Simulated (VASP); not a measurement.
# CsTaP2S7 (P1) in VASP: single point with r2SCAN

Aim: the single point of CsTaP2S7 with r2SCAN.

Program: VASP 6.6.1. These are calculated values, not measurements. Logs are shortened: lines on timing, memory, paths and dates and some standing lists are left out, and cuts for length are marked.

### 1 The cell of the first run

The typed cell holds 11 atoms: a = 6.185 Å, b = 6.399 Å, c = 6.802 Å, α = 82.54°, β = 85.08°, γ = 98.38°.

### 2 Single point, r2SCAN

POSCAR

```
CsTaP2S7
1.0
    4.0323757700      4.6902872600     -0.0011640200
    4.1913424400     -4.8339453200     -0.1306422100
    1.0163436100     -0.1065797800     -6.7246716300
P S Ta Cs
2 7 1 1
Direct
    0.9539840000      0.6641990000      0.5837720000
    0.3371660000      0.0800730000      0.4111400000
    0.6893610000      0.6031930000      0.8016950000
    0.3785490000      0.3445520000      0.2252330000
    0.8479570000      0.4918170000      0.3178350000
    0.4808330000      0.1714890000      0.6462590000
    0.1826170000      0.5461690000      0.7338860000
    0.4313120000      0.8060210000      0.2877400000
    0.0146010000      0.9967170000      0.4475180000
    0.4955110000      0.4936730000      0.4786530000
    0.8890330000      0.1151820000      0.9743310000
```

INCAR.step1

```
  PREC = Accurate
  ENCUT = 520
  ISMEAR = -1
  SIGMA = 0.1
  LREAL = False
  LASPH = True
  NELM = 100
  NBANDS = 47
  GGA = PE
  ALGO = Normal
  EDIFF = 1E-4
  LWAVE = True
  LCHARG = False
```

INCAR.step2

```
  PREC = Accurate
  ENCUT = 520
  EDIFF = 1E-6
  ISMEAR = -1
  SIGMA = 0.1
  LREAL = False
  LASPH = True
  NELM = 100
  ALGO = Normal
  ISIF = 2
  LWAVE = False
  LCHARG = True
  METAGGA = R2SCAN
  LMIXTAU = True
  LELF = True
  LVHAR = True
  NBANDS = 47
  ISTART = 1
```

KPOINTS

```
regular mesh
0
Gamma
  3 3 3
```

Potentials or basis: VASP PAW PBE potentials, release 64 (P, S, Ta_pv, Cs_sv).

Run with:

```console
cat potpaw_PBE.64/P/POTCAR potpaw_PBE.64/S/POTCAR potpaw_PBE.64/Ta_pv/POTCAR potpaw_PBE.64/Cs_sv/POTCAR > POTCAR
cp INCAR.step1 INCAR
mpirun -np 1 vasp_std > vasp.out
cp INCAR.step2 INCAR
mpirun -np 1 vasp_std > vasp.out
```

OUTCAR:

```text
PREC = Accurate
   ENCUT = 520
   EDIFF = 1E-6
   ISMEAR = -1
   LREAL = False
   LASPH = True
   NELM = 100
   ISIF = 2
   METAGGA = R2SCAN
   ISTART = 1

 ion  position               nearest neighbor table
   1  0.954  0.664  0.584-   7 1.99   3 2.07   9 2.17   5 2.33  10 3.06
   2  0.337  0.080  0.411-   4 1.95   9 1.97   6 2.01   8 2.17  10 2.80
   3  0.689  0.603  0.802-   1 2.07  10 2.71
   4  0.379  0.345  0.225-   2 1.95  10 2.20
   5  0.848  0.492  0.318-   1 2.33  10 2.36
   6  0.481  0.171  0.646-   2 2.01  10 2.21
   7  0.183  0.546  0.734-   1 1.99  10 2.58
   8  0.431  0.806  0.288-   2 2.17  10 2.34
   9  0.015  0.997  0.448-   2 1.97   1 2.17
  10  0.496  0.494  0.479-   4 2.20   6 2.21   8 2.34   5 2.36   7 2.58   3 2.71   2 2.80   1 3.06

  11  0.889  0.115  0.974-

  LATTYP: Found a triclinic cell.
 ALAT       =     8.7126245478
 B/A-ratio  =     0.7344895518
 C/A-ratio  =     1.0993166612
 COS(alpha) =     0.0019219599
 COS(beta)  =     0.5990434701
 COS(gamma) =     0.6330892560

  Lattice vectors:

 A1 = (  -3.1749988300,   4.7273655400,  -6.5940294200)
 A2 = (  -4.1913424400,   4.8339453200,   0.1306422100)
 A3 = (   5.0487193800,   4.5837074800,  -6.7258356500)

Analysis of symmetry for initial positions (statically):
=====================================================================
 Subroutine PRICEL returns:
 Original cell was already a primitive cell.

 Routine SETGRP: Setting up the symmetry group for a
 triclinic supercell.

 Subroutine GETGRP returns: Found  1 space group operations
 (whereof  1 operations were pure point group operations)
 out of a pool of  2 trial point group operations.

The static configuration has the point symmetry C_1 .

Analysis of symmetry for dynamics (positions and initial velocities):
=====================================================================
 Subroutine PRICEL returns:
 Original cell was already a primitive cell.

 Routine SETGRP: Setting up the symmetry group for a
 triclinic supercell.

 Subroutine GETGRP returns: Found  1 space group operations
 (whereof  1 operations were pure point group operations)
 out of a pool of  2 trial point group operations.

The dynamic configuration has the point symmetry C_1 .

 Subroutine INISYM returns: Found  1 space group operations
 (whereof  1 operations are pure point group operations),
 and found     1 'primitive' translations

----------------------------------------------------------------------------------------

                                     Primitive cell

  volume of cell :     262.5927

  direct lattice vectors                    reciprocal lattice vectors
     4.032375770  4.690287260 -0.001164020     0.123738274  0.106829402  0.017008228
     4.191342440 -4.833945320 -0.130642210     0.120112867 -0.103259599  0.019790012
     1.016343610 -0.106579780 -6.724671630    -0.002354887  0.001987563 -0.149093556

  length of vectors
     6.185373900  6.399331699  6.801876367     0.164356202  0.159628601  0.149125398

  position of ions in fractional coordinates (direct lattice)
     0.953984000  0.664199000  0.583772000
     0.337166000  0.080073000  0.411140000
     0.689361000  0.603193000  0.801695000
     0.378549000  0.344552000  0.225233000
     0.847957000  0.491817000  0.317835000
     0.480833000  0.171489000  0.646259000
     0.182617000  0.546169000  0.733886000
     0.431312000  0.806021000  0.287740000
     0.014601000  0.996717000  0.447518000
     0.495511000  0.493673000  0.478653000
     0.889033000  0.115182000  0.974331000

  ion indices of the primitive-cell ions
   primitive index   ion index
                 1           1
                 2           2
                 3           3
                 4           4
                 5           5
                 6           6
                 7           7
                 8           8
                 9           9
                10          10
                11          11

----------------------------------------------------------------------------------------

 KPOINTS: regular mesh

Automatic generation of k-mesh.
 Grid dimensions read from file:
 generate k-points for:    3    3    3

 Generating k-lattice:

  Cartesian coordinates                     Fractional coordinates (reciprocal lattice)
     0.041246091  0.035609801  0.005669409     0.333333333  0.000000000  0.000000000
     0.040037622 -0.034419866  0.006596671     0.000000000  0.333333333  0.000000000
    -0.000784962  0.000662521 -0.049697852     0.000000000  0.000000000  0.333333333

  Length of vectors
     0.054785401  0.053209534  0.049708466

  Shift w.r.t. Gamma in fractional coordinates (k-lattice)
     0.000000000  0.000000000  0.000000000

 Subroutine IBZKPT returns following result:
 ===========================================

 Found     14 irreducible k-points:

 Following reciprocal coordinates:
            Coordinates               Weight
  0.000000  0.000000  0.000000      1.000000
  0.333333  0.000000  0.000000      2.000000
  0.000000  0.333333  0.000000      2.000000
  0.333333  0.333333  0.000000      2.000000
 -0.333333  0.333333 -0.000000      2.000000
  0.000000 -0.000000  0.333333      2.000000
  0.333333  0.000000  0.333333      2.000000
 -0.333333 -0.000000  0.333333      2.000000
  0.000000  0.333333  0.333333      2.000000
  0.333333  0.333333  0.333333      2.000000
 -0.333333  0.333333  0.333333      2.000000
  0.000000 -0.333333  0.333333      2.000000
  0.333333 -0.333333  0.333333      2.000000
 -0.333333 -0.333333  0.333333      2.000000
   k-points           NKPTS =     14   k-points in BZ     NKDIM =     14   number of bands    NBANDS=     47
   number of dos      NEDOS =    301   number of ions     NIONS =     11
   total plane-waves  NPLWV = 124416
   dimension x,y,z NGX =    48 NGY =   48 NGZ =   54
   dimension x,y,z NGXF=    96 NGYF=   96 NGZF=  108
   ions per type =               2   7   1   1
   NGX,Y,Z   is equivalent  to a cutoff of  12.90, 12.47, 13.20 a.u.
   NGXF,Y,Z  is equivalent  to a cutoff of  25.80, 24.94, 26.40 a.u.
 SYSTEM =  unknown system
   PREC   = accura    normal or accurate (medium, high low for compatibility)
   ISTART =      1    job   : 0-new  1-cont  2-samecut
   ICHARG =      0    charge: 1-file 2-atom 10-const
   ISPIN  =      1    spin polarized calculation?
   LNONCOLLINEAR =      F non collinear calculations
   LSORBIT =      F    spin-orbit coupling
   LASPH  =      T    aspherical Exc in radial PAW
   ENCUT  =  520.0 eV  38.22 Ry    6.18 a.u.  11.50 11.90 12.65*2*pi/ulx,y,z
   NELM   =    100;   NELMIN=  2; NELMDL=  0     # of ELM steps
   EDIFF  = 0.1E-05   stopping-criterion for ELM
   LREAL  =      F    real-space projection
   EDIFFG = 0.1E-04   stopping-criterion for IOM
   NSW    =      0    number of steps for IOM
   IBRION =     -1    ionic relax: 0-MD 1-quasi-New 2-CG
   NFREE  =      0    steps in history (QN), initial steepest desc. (CG)
   ISIF   =      2    stress and relaxation
   ISYM   =      2    0-nonsym 1-usesym 2-fastsym
   POTIM  = 0.5000    time-step for ionic-motion
   TEBEG  =    0.0;   TEEND  =   0.0 temperature during run
   PSTRESS=    0.0 pullay stress
   NELECT =      72.0000    total number of electrons
   NUPDOWN=      -1.0000    fix difference up-down
   EMIN   =  10.00;   EMAX   =-10.00  energy-range for DOS
   EFERMI =   0.00;   METHOD = LEGACY
   ISMEAR =    -1;   SIGMA  =   0.10  broadening in eV -4-tet -1-fermi 0-gaus
   EFERMI_NEDOS =   21; number of points for ismear=-14 and -15
   IALGO  =     38    algorithm
   IMIX   =      4    mixing-type and parameters
     AMIX     =   0.40;   BMIX     =  1.00
     AMIX_MAG =   1.60;   BMIX_MAG =  1.00
  volume/ion in A,a.u.               =      23.87       161.10
  Fermi-wavevector in a.u.,A,eV,Ry     =   1.063550  2.009819 15.390088  1.131140
  Thomas-Fermi vector in A             =   2.199039
   LORBIT       =      0    0 simple, 1 ext, 2 COOP (PROOUT), +10 PAW based schemes
   METAGGA = R2SCAN    functional components
   LHFCALC =     F    Hartree Fock is set to
   AEXX    =    0.0000 exact exchange contribution
   IVDW    =     0    specifies the selected vdW correction
   LEPSILON=     F    determine dielectric tensor
   LRPA    =     F    only Hartree local field effects (RPA)
 non-spin polarized calculation
  energy-cutoff  :      520.00
  volume of cell :      262.59
 maximum number of plane-waves:      7083
 NGX is ok and might be reduce to    48
   NGX = 23   NGY = 23   NGZ = 25

 number of electron      72.0000000 magnetization

 Free energy of the ion-electron system (eV)
  ---------------------------------------------------
  ext. energy  EPLUGINS =         0.00000000
  ---------------------------------------------------
  free energy    TOTEN  =      -152.59662684 eV

  energy without entropy =     -152.45187100  energy(sigma->0) =     -152.52424892

 E-fermi :   4.7075     XC(G=0):  -9.4427

 val. band max:        4.6709705731   @ k =   0.3333  -0.3333   0.3333
 cond. band min:       4.7103328763   @ k =  -0.3333  -0.3333   0.3333
 fundamental gap:      0.0393623032
 Fermi energy:         4.7075141913

 k-point     1 :       0.0000    0.0000    0.0000
  band No.  band energies     occupation
      1     -32.2349      2.00000
      2     -32.1473      2.00000
      3     -32.0132      2.00000
      4     -18.2385      2.00000
      5     -14.2920      2.00000
      6     -12.6039      2.00000
[... 39 lines left out ...]
     46       8.4506      0.00000
     47       8.6740      0.00000

 k-point     2 :       0.3333    0.0000    0.0000
  band No.  band energies     occupation
      1     -32.2350      2.00000
      2     -32.1473      2.00000
      3     -32.0132      2.00000
      4     -18.2373      2.00000
      5     -14.2348      2.00000
      6     -12.6984      2.00000
[... 39 lines left out ...]
     46       8.4838      0.00000
     47       8.7874      0.00000

 k-point     3 :       0.0000    0.3333    0.0000
  band No.  band energies     occupation
      1     -32.2350      2.00000
      2     -32.1474      2.00000
      3     -32.0132      2.00000
      4     -18.2373      2.00000
      5     -14.1882      2.00000
      6     -12.8194      2.00000
[... 39 lines left out ...]
     46       8.2708      0.00000
     47       8.6411      0.00000

 k-point     4 :       0.3333    0.3333    0.0000
  band No.  band energies     occupation
      1     -32.2350      2.00000
      2     -32.1474      2.00000
      3     -32.0132      2.00000
      4     -18.2362      2.00000
      5     -14.1623      2.00000
      6     -12.7757      2.00000
[... 439 lines left out ...]
     46       8.2943      0.00000
     47       8.7255      0.00000

 k-point    13 :       0.3333   -0.3333    0.3333
  band No.  band energies     occupation
      1     -32.2350      2.00000
      2     -32.1474      2.00000
      3     -32.0132      2.00000
      4     -18.2354      2.00000
      5     -14.1946      2.00000
      6     -12.6245      2.00000
[... 39 lines left out ...]
     46       8.3248      0.00000
     47       8.6950      0.00000

 k-point    14 :      -0.3333   -0.3333    0.3333
  band No.  band energies     occupation
      1     -32.2351      2.00000
      2     -32.1474      2.00000
      3     -32.0132      2.00000
      4     -18.2353      2.00000
      5     -14.1610      2.00000
      6     -12.7519      2.00000
[... 39 lines left out ...]
     46       8.2099      0.00000
     47       8.6934      0.00000

------------------------ aborting loop because EDIFF is reached ----------------------------------------

  FORCE on cell =-STRESS in cart. coord.  units (eV):
  Direction    XX          YY          ZZ          XY          YZ          ZX
  --------------------------------------------------------------------------------------
  -------------------------------------------------------------------------------------
  Total       19.9732913     14.5065148      8.3794365     -1.6299275     -5.5150251      2.1792637
  in kB      121.8645864     88.5097207     51.1261040     -9.9448025    -33.6492493     13.2965100
  external PRESSURE =      87.1668037 kB  Pullay stress =       0.0000000 kB

 VOLUME and BASIS-vectors are now :
 -----------------------------------------------------------------------------
  energy-cutoff  :      520.00
  volume of cell :      262.59
      direct lattice vectors                 reciprocal lattice vectors
     4.032375770  4.690287260 -0.001164020     0.123738274  0.106829402  0.017008228
     4.191342440 -4.833945320 -0.130642210     0.120112867 -0.103259599  0.019790012
     1.016343610 -0.106579780 -6.724671630    -0.002354887  0.001987563 -0.149093556

 POSITION                                       TOTAL-FORCE (eV/Angst)
 -----------------------------------------------------------------------------------
      7.22402      1.20154     -4.01356        -1.725132      0.103517      0.260230
      2.11305      1.15052     -2.77563        -0.997079      2.998876     -0.192066
      6.12275      0.23205     -5.47074         0.635066      0.003880      1.313521
      3.19950      0.08595     -1.56007        -1.351706     -0.595367      3.791558
      5.80368      1.56587     -2.20258         2.073503     -0.055008     -1.103137
      3.31449      1.35740     -4.36884        -2.601421      2.372345     -2.571269
      3.77144     -1.86184     -5.00671         0.899191      0.539379      0.174848
      5.40996     -1.90395     -2.04076         0.655169     -0.947774      0.893278
      4.69129     -4.79729     -3.13964        -1.545720     -1.852855     -0.949930
      4.55372     -0.11331     -3.28386         4.428189     -2.848804     -1.606902
      5.05794      3.50919     -6.56814        -0.470061      0.281812     -0.010130
 -----------------------------------------------------------------------------------
    total drift:                                0.000639      0.000672      0.000394

  FREE ENERGIE OF THE ION-ELECTRON SYSTEM (eV)
  ---------------------------------------------------
  free  energy   TOTEN  =      -152.5966268434 eV

  energy  without entropy=     -152.4518709996  energy(sigma->0) =     -152.52424892
```

It took 11 min on 1 thread of Intel Xeon Platinum 8488C (Sapphire Rapids), shared host; peak memory 0.44 GiB.

Results:

```yaml
Free_energy: -152.5966 eV
Pressure: 8.7 GPa
Largest_force: 5.505 eV/Å
Band_gap_on_the_k_mesh: zero (bands 36 and 37 overlap by 0.08 eV)
```

Forces in eV/Å, atoms in the order of the input:
```
P   -1.725  0.104  0.260
P   -0.997  2.999 -0.192
S    0.635  0.004  1.314
S   -1.352 -0.595  3.792
S    2.074 -0.055 -1.103
S   -2.601  2.372 -2.571
S    0.899  0.539  0.175
S    0.655 -0.948  0.893
S   -1.546 -1.853 -0.950
Ta   4.428 -2.849 -1.607
Cs  -0.470  0.282 -0.010
```

Caveat: the stress differs along the axes, from 5 to 12 GPa; the PAW data sets were made with another functional, which shifts forces and pressure a little; spin-orbit coupling is left out, which moves the levels of the heavy elements.

The gap in the log of VASP goes by the Fermi energy; the results here count the filled bands.